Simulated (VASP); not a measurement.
# RbBr (Fm-3m) in VASP: further runs

Aim: see how the results for RbBr move with the level of theory and the settings. Levels: PBE, LDA. Tasks: single point.

Program: VASP 6.6.1. These are calculated values, not measurements. Logs are shortened: lines on timing, memory, paths and dates and some standing lists are left out, and cuts for length are marked.

## 1. The cell of the first run

It takes space group Fm-3m (No. 225, cubic). Conventional cell: a = 6.922 Å, b = 6.922 Å, c = 6.922 Å, α = 90.00°, β = 90.00°, γ = 90.00°. Rb (site symmetry m-3m) has 6 Br at 3.46 Å within 4.5 Å. Br (site symmetry m-3m) has 6 Rb at 3.46 Å within 4.5 Å.

## 2. Single point, PBE

INCAR reads:

```
  PREC = Accurate
  ENCUT = 520
  EDIFF = 1E-6
  ISMEAR = -1
  SIGMA = 0.02
  LREAL = False
  LASPH = True
  NELM = 100
  ALGO = Normal
  ISIF = 2
  LWAVE = False
  LCHARG = True
  GGA = PE
  LELF = True
  LVHAR = True
  NBANDS = 15
```

KPOINTS reads:

```
regular mesh
0
Gamma
  6 6 6
```

POSCAR reads:

```
RbBr
1.0
    0.0000000000      3.4608318259      3.4608318259
    3.4608318259      0.0000000000      3.4608318259
    3.4608318259      3.4608318259      0.0000000000
Rb Br
1 1
Direct
    0.0000000000      0.0000000000      0.0000000000
    0.5000000000      0.5000000000      0.5000000000
```

Potentials or basis: VASP PAW PBE potentials, release 64 (Rb_sv, Br).

On the command line:

```
$ cat potpaw_PBE.64/Rb_sv/POTCAR potpaw_PBE.64/Br/POTCAR > POTCAR
$ mpirun -np 1 vasp_std > vasp.out
```

OUTCAR:

```text
PREC = Accurate
   ENCUT = 520
   EDIFF = 1E-6
   ISMEAR = -1
   LREAL = False
   LASPH = True
   NELM = 100
   ISIF = 2
   GGA = PE

 ion  position               nearest neighbor table
   1  0.000  0.000  0.000-   2 3.46   2 3.46   2 3.46   2 3.46   2 3.46   2 3.46
   2  0.500  0.500  0.500-   1 3.46   1 3.46   1 3.46   1 3.46   1 3.46   1 3.46

  LATTYP: Found a face centered cubic cell.
 ALAT       =     6.9216636518

  Lattice vectors:

 A1 = (   0.0000000000,   3.4608318259,   3.4608318259)
 A2 = (   3.4608318259,   0.0000000000,   3.4608318259)
 A3 = (   3.4608318259,   3.4608318259,   0.0000000000)

Analysis of symmetry for initial positions (statically):
=====================================================================
 Subroutine PRICEL returns:
 Original cell was already a primitive cell.

 Routine SETGRP: Setting up the symmetry group for a
 face centered cubic supercell.

 Subroutine GETGRP returns: Found 48 space group operations
 (whereof 48 operations were pure point group operations)
 out of a pool of 48 trial point group operations.

The static configuration has the point symmetry O_h .

Analysis of symmetry for dynamics (positions and initial velocities):
=====================================================================
 Subroutine PRICEL returns:
 Original cell was already a primitive cell.

 Routine SETGRP: Setting up the symmetry group for a
 face centered cubic supercell.

 Subroutine GETGRP returns: Found 48 space group operations
 (whereof 48 operations were pure point group operations)
 out of a pool of 48 trial point group operations.

The dynamic configuration has the point symmetry O_h .

 Subroutine INISYM returns: Found 48 space group operations
 (whereof 48 operations are pure point group operations),
 and found     1 'primitive' translations

----------------------------------------------------------------------------------------

                                     Primitive cell

  volume of cell :      82.9032

  direct lattice vectors                    reciprocal lattice vectors
     0.000000000  3.460831826  3.460831826    -0.144473937  0.144473937  0.144473937
     3.460831826  0.000000000  3.460831826     0.144473937 -0.144473937  0.144473937
     3.460831826  3.460831826  0.000000000     0.144473937  0.144473937 -0.144473937

  length of vectors
     4.894355305  4.894355305  4.894355305     0.250236200  0.250236200  0.250236200

  position of ions in fractional coordinates (direct lattice)
     0.000000000  0.000000000  0.000000000
     0.500000000  0.500000000  0.500000000
[... 78 lines left out ...]
   PSTRESS=    0.0 pullay stress
   NELECT =      16.0000    total number of electrons
   NUPDOWN=      -1.0000    fix difference up-down
   EMIN   =  10.00;   EMAX   =-10.00  energy-range for DOS
   EFERMI =   0.00;   METHOD = LEGACY
   ISMEAR =    -1;   SIGMA  =   0.02  broadening in eV -4-tet -1-fermi 0-gaus
   EFERMI_NEDOS =   21; number of points for ismear=-14 and -15
   IALGO  =     38    algorithm
   IMIX   =      4    mixing-type and parameters
     AMIX     =   0.40;   BMIX     =  1.00
     AMIX_MAG =   1.60;   BMIX_MAG =  1.00
  volume/ion in A,a.u.               =      41.45       279.73
  Fermi-wavevector in a.u.,A,eV,Ry     =   0.946072  1.787817 12.177933  0.895053
  Thomas-Fermi vector in A             =   2.074035
   LORBIT       =      0    0 simple, 1 ext, 2 COOP (PROOUT), +10 PAW based schemes
   GGA     = PE    functional components
   LHFCALC =     F    Hartree Fock is set to
   AEXX    =    0.0000 exact exchange contribution
   IVDW    =     0    specifies the selected vdW correction
   LEPSILON=     F    determine dielectric tensor
   LRPA    =     F    only Hartree local field effects (RPA)
 non-spin polarized calculation
  energy-cutoff  :      520.00
  volume of cell :       82.90
 maximum number of plane-waves:      2252
   NGX = 19   NGY = 19   NGZ = 19

 number of electron      15.9999997 magnetization

 Free energy of the ion-electron system (eV)
  ---------------------------------------------------
  ext. energy  EPLUGINS =         0.00000000
  ---------------------------------------------------
  free energy    TOTEN  =        -6.10929040 eV

  energy without entropy =       -6.10929040  energy(sigma->0) =       -6.10929040

 E-fermi :  -1.4435     XC(G=0):  -7.1177

 val. band max:       -1.8613741252   @ k =   0.0000   0.0000   0.0000
 cond. band min:       2.4269389926   @ k =   0.0000   0.0000   0.0000
 fundamental gap:      4.2883131178
 Fermi energy:        -1.4434646875

 k-point     1 :       0.0000    0.0000    0.0000
  band No.  band energies     occupation
      1     -26.3384      2.00000
      2     -14.0136      2.00000
      3     -10.4127      2.00000
      4     -10.4127      2.00000
      5     -10.4127      2.00000
      6      -1.8614      2.00000
      7      -1.8614      2.00000
      8      -1.8614      2.00000
      9       2.4269      0.00000
     10       5.4087      0.00000
     11       5.4087      0.00000
     12       5.4087      0.00000
     13       6.2766      0.00000
     14       6.2766      0.00000
[... 257 lines left out ...]
      2     -13.9821      2.00000
      3     -10.5502      2.00000
      4     -10.5012      2.00000
      5     -10.4175      2.00000
      6      -2.2707      2.00000
      7      -2.2520      2.00000
      8      -2.1195      2.00000
      9       4.4493      0.00000
     10       5.8805      0.00000
     11       6.0515      0.00000
     12       6.9631      0.00000
     13       8.0266      0.00000
     14       8.8829      0.00000
     15       9.3261      0.00000

------------------------ aborting loop because EDIFF is reached ----------------------------------------

  FORCE on cell =-STRESS in cart. coord.  units (eV):
  Direction    XX          YY          ZZ          XY          YZ          ZX
  --------------------------------------------------------------------------------------
  -------------------------------------------------------------------------------------
  Total        0.2917295      0.2917295      0.2917295     -0.0000000     -0.0000000      0.0000000
  in kB        5.6379270      5.6379270      5.6379270     -0.0000000     -0.0000000      0.0000000
  external PRESSURE =       5.6379270 kB  Pullay stress =       0.0000000 kB

 VOLUME and BASIS-vectors are now :
 -----------------------------------------------------------------------------
  energy-cutoff  :      520.00
  volume of cell :       82.90
      direct lattice vectors                 reciprocal lattice vectors
     0.000000000  3.460831826  3.460831826    -0.144473937  0.144473937  0.144473937
     3.460831826  0.000000000  3.460831826     0.144473937 -0.144473937  0.144473937
     3.460831826  3.460831826  0.000000000     0.144473937  0.144473937 -0.144473937

 POSITION                                       TOTAL-FORCE (eV/Angst)
 -----------------------------------------------------------------------------------
      0.00000      0.00000      0.00000        -0.000000     -0.000000     -0.000000
      3.46083      3.46083      3.46083         0.000000      0.000000      0.000000
 -----------------------------------------------------------------------------------
    total drift:                                0.000000      0.000000      0.000000

  FREE ENERGIE OF THE ION-ELECTRON SYSTEM (eV)
  ---------------------------------------------------
  free  energy   TOTEN  =        -6.1092904013 eV

  energy  without entropy=       -6.1092904013  energy(sigma->0) =       -6.10929040
```

Wall time 38 s (1 thread of AMD EPYC 7R13, shared host); peak memory 0.18 GiB.

What came out:

```
Free energy            : -6.1093 eV
Pressure               : 0.6 GPa
Band gap on the k mesh : 4.29 eV
```

## 3. Single point, LDA

INCAR reads:

```
ALGO = Normal
EDIFF = 1E-6
ENCUT = 520
GGA = CA
ISIF = 2
ISMEAR = 0
LASPH = True
LCHARG = False
LREAL = False
LWAVE = False
NBANDS = 15
NELM = 100
PREC = Accurate
SIGMA = 0.01
```

KPOINTS reads:

```
k-points
0
Gamma
  6 6 6
```

POSCAR is that of step 2.

Potentials or basis: VASP PAW LDA potentials, release 64 (Rb_sv, Br).

On the command line:

```
$ cat potpaw_LDA.64/Rb_sv/POTCAR potpaw_LDA.64/Br/POTCAR > POTCAR
$ mpirun -np 1 vasp_std > vasp.out
```

Run time: 36 s. Hardware: 1 thread of AMD EPYC 7R13, shared host; peak memory 0.15 GiB.

It converged, with:

| Quantity | Value |
| --- | --- |
| Free energy | -6.6741 eV |
| Pressure | -1.5 GPa |
| Band gap on the k mesh | 3.89 eV |

Levels at points of the mesh, in eV from the valence-band top:
```tsv
k point	band 4	band 5	band 6	band 7	band 8	band 9	band 10	band 11	band 12	band 13
(0.00, 0.00, 0.00)	-8.47	-8.47	0.00	0.00	0.00	3.89	7.02	7.02	7.02	7.94
(0.50, 0.00, 0.00)	-8.48	-8.44	-1.01	-0.35	-0.35	6.39	7.30	9.17	9.17	9.82
(0.50, 0.50, 0.00)	-8.54	-8.54	-0.49	-0.16	-0.16	5.33	6.69	8.68	9.00	9.12
```

Expect the measured gap to be larger: semilocal functionals such as LDA lack the derivative discontinuity.
